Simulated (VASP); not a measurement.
A run of VASP 6.6.1 is set up as follows.

INCAR

```
SYSTEM = Mo2HS4
PREC = Accurate
ENCUT = 520
EDIFF = 1E-7
ISMEAR = 0
SIGMA = 0.1
LREAL = .False.
LASPH = .True.
NELM = 60
ALGO = Normal
ISIF = 2
LWAVE = .False.
LCHARG = .False.
LDIPOL = .True.
IDIPOL = 3
DIPOL = 0.5 0.5 0.483
GGA = PE
IVDW = 12
IBRION = 2
NSW = 90
EDIFFG = -0.03
```

The input KPOINTS:

```
regular mesh
0
Gamma
  9 9 1
  0 0 0
```

File POSCAR:

```
Mo2HS4
1.0
    3.1334577205      0.0000000000      0.0000000000
   -1.5667288603      2.7136539876      0.0000000000
    0.0000000000      0.0000000000     28.1646874887
S Mo H
4 2 1
Selective dynamics
Direct
    0.0000000000      0.0000000000      0.3017963542  F F F
    0.3333333333      0.6666666667      0.4156192450  F F F
    0.6666666667      0.3333333333      0.5139187176  T T T
    0.0000000000      0.0000000000      0.6280409995  T T T
    0.6666666667      0.3333333333      0.3587077995  F F F
    0.3333333333      0.6666666667      0.5709551377  T T T
    0.6666666667      0.3333333333      0.5939557642  T T T
```

Potentials or basis: VASP PAW PBE potentials, release 64 (S, Mo_sv, H).

Launch:

```bash
$ cat potpaw_PBE.64/S/POTCAR potpaw_PBE.64/Mo_sv/POTCAR potpaw_PBE.64/H/POTCAR > POTCAR
$ mpirun -np 1 vasp_std > vasp.out
```

Q: Estimate the energy gained by relaxing.

A: 33.3 meV/atom.

Q: What does it give for the dispersion energy per atom?

A: -0.346 eV.

Step by step:
| step | energy change (eV) | largest force on free atoms (eV/Å) | pressure (GPa) |
| --- | --- | --- | --- |
| 1 | 0.0000 | 2.0799 | 2.73 |
| 2 | -0.2047 | 0.4999 | 0.80 |
| 3 | -0.2172 | 0.2410 | 0.22 |
| 4 | -0.2218 | 0.2032 | 0.24 |
| 5 | -0.2309 | 0.0815 | 0.28 |
| 6 | -0.2270 | 0.1731 | 0.37 |
| 7 | -0.2329 | 0.0345 | 0.31 |
| 8 | -0.2330 | 0.0485 | 0.31 |
| 9 | -0.2330 | 0.0274 | 0.31 |
